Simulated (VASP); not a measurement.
# Ge (P6_3/mmc) in VASP: a series of runs, part 2 of 3

VASP 6.6.1. The steps go on from the part before.

## (3) Electric field gradients, PBE (18.80 Å³/atom)

This run uses another cell than the first one, of 18.80 Å³/atom.

Input file INCAR:

```
PREC     = Accurate       # precision mode
ENCUT    = 520            # plane-wave cutoff, eV
EDIFF    = 1E-8           # SCF threshold, eV
ISMEAR   = -1             # smearing method
SIGMA    = 0.05           # smearing width, eV
LREAL    = F              # projectors in reciprocal space
LASPH    = T              # aspherical terms in the spheres
NELM     = 60             # most SCF steps
ALGO     = Normal         # electronic algorithm
ISIF     = 2              # what is computed and relaxed
LWAVE    = F              # write WAVECAR
LCHARG   = F              # write CHGCAR
GGA      = PE             # functional
LEFG     = T            
NBANDS   = 21             # bands
```

Input file KPOINTS:

```
Automatic mesh
0
Gamma
  15 15 8
```

Input file POSCAR:

```
Ge
1.0
    2.9459020178      0.0000000000      0.0000000000
   -1.4729510089      2.5512259844      0.0000000000
    0.0000000000      0.0000000000      5.0024465661
Ge
2
Direct
    0.3333333333      0.6666666667      0.2500000000
    0.6666666667      0.3333333333      0.7500000000
```

Potentials or basis: VASP PAW PBE potentials, release 64 (Ge_d).

The run is started by

```sh
> cat potpaw_PBE.64/Ge_d/POTCAR > POTCAR
> mpirun -np 1 vasp_std > vasp.out
```

OUTCAR:

```text
PREC = Accurate
   ENCUT = 520
   EDIFF = 1E-8
   ISMEAR = -1
   LREAL = F
   LASPH = T
   NELM = 60
   ISIF = 2
   GGA = PE

 ion  position               nearest neighbor table
   1  0.333  0.667  0.250-
   2  0.667  0.333  0.750-

  LATTYP: Found a hexagonal cell.
 ALAT       =     2.9459020178
 C/A-ratio  =     1.6981035132

  Lattice vectors:

 A1 = (   2.9459020178,   0.0000000000,   0.0000000000)
 A2 = (  -1.4729510089,   2.5512259844,   0.0000000000)
 A3 = (   0.0000000000,   0.0000000000,   5.0024465661)

Analysis of symmetry for initial positions (statically):
=====================================================================
 Subroutine PRICEL returns:
 Original cell was already a primitive cell.

 Routine SETGRP: Setting up the symmetry group for a
 hexagonal supercell.

 Subroutine GETGRP returns: Found 24 space group operations
 (whereof 12 operations were pure point group operations)
 out of a pool of 24 trial point group operations.

The static configuration has the point symmetry D_3d.
 The point group associated with its full space group is D_6h.

Analysis of symmetry for dynamics (positions and initial velocities):
=====================================================================
 Subroutine PRICEL returns:
 Original cell was already a primitive cell.

 Routine SETGRP: Setting up the symmetry group for a
 hexagonal supercell.

 Subroutine GETGRP returns: Found 24 space group operations
 (whereof 12 operations were pure point group operations)
 out of a pool of 24 trial point group operations.

The dynamic configuration has the point symmetry D_3d.
[... 154 lines left out ...]

 k-point     1 :       0.0000    0.0000    0.0000
  band No.  band energies     occupation
      1     -17.9138      2.00000
      2     -17.9100      2.00000
      3     -17.9035      2.00000
      4     -17.9035      2.00000
      5     -17.8973      2.00000
      6     -17.8973      2.00000
[... 565 lines left out ...]
     20      19.5431      0.00000
     21      22.8026      0.00000

 [... further k-points ...]

------------------------ aborting loop because EDIFF is reached ----------------------------------------

  FORCE on cell =-STRESS in cart. coord.  units (eV):
  Direction    XX          YY          ZZ          XY          YZ          ZX
  --------------------------------------------------------------------------------------
  -------------------------------------------------------------------------------------
  Total        0.5148222      0.5148222      0.4752551      0.0000000      0.0000000      0.0000000
  in kB       21.9390680     21.9390680     20.2529204      0.0000000      0.0000000      0.0000000
  external PRESSURE =      21.3770188 kB  Pullay stress =       0.0000000 kB

 VOLUME and BASIS-vectors are now :
 -----------------------------------------------------------------------------
  energy-cutoff  :      520.00
  volume of cell :       37.60
      direct lattice vectors                 reciprocal lattice vectors
     2.945902018  0.000000000  0.000000000     0.339454603  0.195984206  0.000000000
    -1.472951009  2.551225984  0.000000000     0.000000000  0.391968413  0.000000000
     0.000000000  0.000000000  5.002446566     0.000000000  0.000000000  0.199902185

 POSITION                                       TOTAL-FORCE (eV/Angst)
 -----------------------------------------------------------------------------------
     -0.00000      1.70082      1.25061        -0.000000      0.000000      0.000000
      1.47295      0.85041      3.75183         0.000000     -0.000000      0.000000
 -----------------------------------------------------------------------------------
    total drift:                               -0.000000      0.000000      0.000000

  FREE ENERGIE OF THE ION-ELECTRON SYSTEM (eV)
  ---------------------------------------------------
  free  energy   TOTEN  =        -8.3800688682 eV

  energy  without entropy=       -8.3725478612  energy(sigma->0) =       -8.37630836

 Electric field gradients (V/A^2)
---------------------------------------------------------------------
 ion       V_xx      V_yy      V_zz      V_xy      V_xz      V_yz
---------------------------------------------------------------------
   1       1.948     1.946    -3.894    -0.002     0.000    -0.000
   2       1.948     1.946    -3.894    -0.002    -0.000     0.000
---------------------------------------------------------------------

 Electric field gradients after diagonalization (V/A^2)
 (convention: |V_zz| > |V_xx| > |V_yy|)
----------------------------------------------------------------------
 ion       V_xx      V_yy      V_zz     asymmetry (V_yy - V_xx)/ V_zz
----------------------------------------------------------------------
   1       1.949     1.945    -3.894       0.001
   2       1.949     1.945    -3.894       0.001
----------------------------------------------------------------------

           NMR quadrupolar parameters

 Cq : quadrupolar parameter    Cq=e*Q*V_zz/h
 eta: asymmetry parameters     (V_yy - V_xx)/ V_zz
 Q  : nuclear electric quadrupole moment in mb (millibarn)
----------------------------------------------------------------------
 ion       Cq(MHz)       eta       Q (mb)
----------------------------------------------------------------------
   1      -0.009       0.001       1.000
   2      -0.009       0.001       1.000
----------------------------------------------------------------------
```

OSZICAR:

```text
N       E                     dE             d eps       ncg     rms          rms(c)
DAV:   1     0.176494027115E+03    0.17649E+03   -0.14247E+04  6581   0.381E+03
DAV:   2     0.153398998186E+02   -0.16115E+03   -0.15570E+03  5700   0.597E+02
DAV:   3    -0.775542394566E+01   -0.23095E+02   -0.22875E+02  6378   0.132E+02
DAV:   4    -0.839765201257E+01   -0.64223E+00   -0.64177E+00  6448   0.251E+01
DAV:   5    -0.840722494099E+01   -0.95729E-02   -0.95727E-02  6454   0.340E+00    0.158E+00
DAV:   6    -0.838856252368E+01    0.18662E-01   -0.17777E-02  7751   0.206E+00    0.866E-01
DAV:   7    -0.838034251019E+01    0.82200E-02   -0.11151E-02  7720   0.132E+00    0.784E-02
DAV:   8    -0.838005560063E+01    0.28691E-03   -0.98382E-04  6712   0.565E-01    0.276E-02
DAV:   9    -0.838006668347E+01   -0.11083E-04   -0.22427E-05  6465   0.529E-02    0.893E-03
DAV:  10    -0.838006929482E+01   -0.26113E-05   -0.13352E-06  7007   0.951E-03    0.435E-04
DAV:  11    -0.838006896815E+01    0.32667E-06   -0.79874E-08  6830   0.497E-03    0.238E-04
DAV:  12    -0.838006887227E+01    0.95873E-07   -0.35922E-09  4026   0.667E-04    0.419E-05
DAV:  13    -0.838006886823E+01    0.40482E-08   -0.54842E-10  3555   0.263E-04
   1 F= -.83800689E+01 E0= -.83763084E+01  d E =-.752101E-02
```

stdout:

```text
POSCAR found type information on POSCAR Ge
 POSCAR found :  1 types and       2 ions
 scaLAPACK will be used
 LDA part: xc-table for (Slater+PW92), standard interpolation
 POSCAR, INCAR and KPOINTS ok, starting setup
 FFT: planning ... GRIDC
 FFT: planning ... GRID_SOFT
 FFT: planning ... GRID
 WAVECAR not read
 entering main loop
ion   1

ion   2
```

Wall time 69 s (1 thread of Intel Xeon 8259CL, shared host); peak memory 0.22 GiB.

What came out:

| Property | Result |
| --- | --- |
| Free energy | -8.3801 eV |
| Pressure | 2.1 GPa |
| Band gap on the k mesh | zero (bands 14 and 15 overlap by 10.38 eV) |
| Largest electric field gradient by atom | Ge -3.9 V/Å² |

Electric field gradients, principal values (V/Å²):
| atom | least | middle | greatest (by size) |
| --- | --- | --- | --- |
| 1 Ge | 1.945 | 1.949 | -3.894 |
| 2 Ge | 1.945 | 1.949 | -3.894 |

Caveat: without QUAD_EFG the Cq values of the log hold for a quadrupole moment of 1 mb, not for the nuclei.

## (4) Electric field gradients, PBE

This run uses another cell than the first one, of 19.38 Å³/atom.

Input file INCAR:

```
SYSTEM = Ge
PREC = Accurate
ENCUT = 520
EDIFF = 1E-8
ISMEAR = -1
SIGMA = 0.05
LREAL = .FALSE.
LASPH = .TRUE.
NELM = 80
ALGO = Normal
ISIF = 2
LWAVE = .FALSE.
LCHARG = .FALSE.
GGA = PE
LEFG = .TRUE.
NBANDS = 21
```

Input file KPOINTS:

```
Automatic mesh
0
G
  15 15 8
  0 0 0
```

Input file POSCAR:

```
Ge
1.0
    2.9759643188      0.0000000000      0.0000000000
   -1.4879821594      2.5772607008      0.0000000000
    0.0000000000      0.0000000000      5.0534954650
Ge
2
Direct
    0.3333333333      0.6666666667      0.2500000000
    0.6666666667      0.3333333333      0.7500000000
```

Potentials or basis: VASP PAW PBE potentials, release 64 (Ge_d).

The run is started by

```sh
> cat potpaw_PBE.64/Ge_d/POTCAR > POTCAR
> mpirun -np 1 vasp_std > vasp.out
```

OUTCAR:

```text
SYSTEM = Ge
   PREC = Accurate
   ENCUT = 520
   EDIFF = 1E-8
   ISMEAR = -1
   LREAL = .FALSE.
   LASPH = .TRUE.
   NELM = 80
   ISIF = 2
   GGA = PE

 ion  position               nearest neighbor table
   1  0.333  0.667  0.250-
   2  0.667  0.333  0.750-

  LATTYP: Found a hexagonal cell.
 ALAT       =     2.9759643188
 C/A-ratio  =     1.6981035132

  Lattice vectors:

 A1 = (   2.9759643188,   0.0000000000,   0.0000000000)
 A2 = (  -1.4879821594,   2.5772607008,   0.0000000000)
 A3 = (   0.0000000000,   0.0000000000,   5.0534954650)

Analysis of symmetry for initial positions (statically):
=====================================================================
 Subroutine PRICEL returns:
 Original cell was already a primitive cell.

 Routine SETGRP: Setting up the symmetry group for a
[... 767 lines left out ...]
  energy-cutoff  :      520.00
  volume of cell :       38.76
      direct lattice vectors                 reciprocal lattice vectors
     2.975964319  0.000000000  0.000000000     0.336025534  0.194004433  0.000000000
    -1.487982159  2.577260701  0.000000000     0.000000000  0.388008865  0.000000000
     0.000000000  0.000000000  5.053495465     0.000000000  0.000000000  0.197882833

 POSITION                                       TOTAL-FORCE (eV/Angst)
 -----------------------------------------------------------------------------------
     -0.00000      1.71817      1.26337        -0.000000     -0.000000      0.000000
      1.48798      0.85909      3.79012         0.000000      0.000000      0.000000
 -----------------------------------------------------------------------------------
    total drift:                               -0.000000      0.000000     -0.000000

  FREE ENERGIE OF THE ION-ELECTRON SYSTEM (eV)
  ---------------------------------------------------
  free  energy   TOTEN  =        -8.3881020002 eV

  energy  without entropy=       -8.3807231162  energy(sigma->0) =       -8.38441256

 Electric field gradients (V/A^2)
---------------------------------------------------------------------
 ion       V_xx      V_yy      V_zz      V_xy      V_xz      V_yz
---------------------------------------------------------------------
   1       1.948     1.948    -3.896    -0.000     0.000    -0.000
   2       1.948     1.948    -3.896    -0.000    -0.000     0.000
---------------------------------------------------------------------

 Electric field gradients after diagonalization (V/A^2)
 (convention: |V_zz| > |V_xx| > |V_yy|)
----------------------------------------------------------------------
 ion       V_xx      V_yy      V_zz     asymmetry (V_yy - V_xx)/ V_zz
----------------------------------------------------------------------
   1       1.948     1.948    -3.896       0.000
   2       1.948     1.948    -3.896       0.000
----------------------------------------------------------------------

           NMR quadrupolar parameters

 Cq : quadrupolar parameter    Cq=e*Q*V_zz/h
 eta: asymmetry parameters     (V_yy - V_xx)/ V_zz
 Q  : nuclear electric quadrupole moment in mb (millibarn)
----------------------------------------------------------------------
 ion       Cq(MHz)       eta       Q (mb)
----------------------------------------------------------------------
   1      -0.009       0.000       1.000
   2      -0.009       0.000       1.000
----------------------------------------------------------------------
```

It took 2 min on 1 thread of Intel Xeon 8259CL, shared host; peak memory 0.22 GiB.

Results:

```
Free energy                             : -8.3881 eV
Pressure                                : 0.0 GPa
Band gap on the k mesh                  : zero (bands 14 and 15 overlap by 10.03 eV)
Largest electric field gradient by atom : Ge -3.9 V/Å²
```

Electric field gradients, principal values (V/Å²):
```
atom  least  middle  greatest (by size)
1 Ge  1.948   1.948              -3.896
2 Ge  1.948   1.948              -3.896
```

Caveat: without QUAD_EFG the Cq values of the log hold for a quadrupole moment of 1 mb, not for the nuclei.

(Part 2 of 3 ends here.)
